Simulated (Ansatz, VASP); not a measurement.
# Two plane-wave programs on BaLiF3

```
Ba Li F
1.0
     3.86892    0.00000    0.00000
     0.00000    3.86892    0.00000
     0.00000    0.00000    4.10824
Ba Li F
1 1 3
Direct
  0.00000 0.00000 0.00000
  0.50000 0.50000 0.50000
  0.00000 0.50000 0.50000
  0.50000 0.50000 0.00000
  0.50000 0.00000 0.50000
```

Change from the starting cell: strain -0.030 along x and y, +0.030 along z, atoms carried along.

Alike in both runs: task single point; functional LDA; k mesh 6 × 6 × 6; occupations gaussian, width 0.05 eV; no spin polarisation.

|  | VASP | Ansatz |
| --- | --- | --- |
| version | VASP 6.6.1 | Ansatz 0.2.0 |
| potentials or method | VASP PAW LDA potentials, release 64 (Ba_sv, Li_sv, F), cutoff 520 eV | scalar-relativistic, plane waves, PAW |
| valence electrons in the cell | 34 | 34 |

VASP gave:

| Quantity | Value |
| --- | --- |
| gap on the k mesh at the Fermi level (eV) | 6.09 |
| least direct gap on the mesh (eV) | 6.16 |

**Question.** Which values does Ansatz return?

**Answer.** gap on the k mesh at the Fermi level (eV): 6.21; least direct gap on the mesh (eV): 6.26.

LDA's correlation is that of Perdew and Zunger in VASP and of Perdew and Wang (1992) in Ansatz.

Spin-orbit coupling is off throughout. Noted on VASP's run: the cutoff is short for stress, so the pressure is rough.
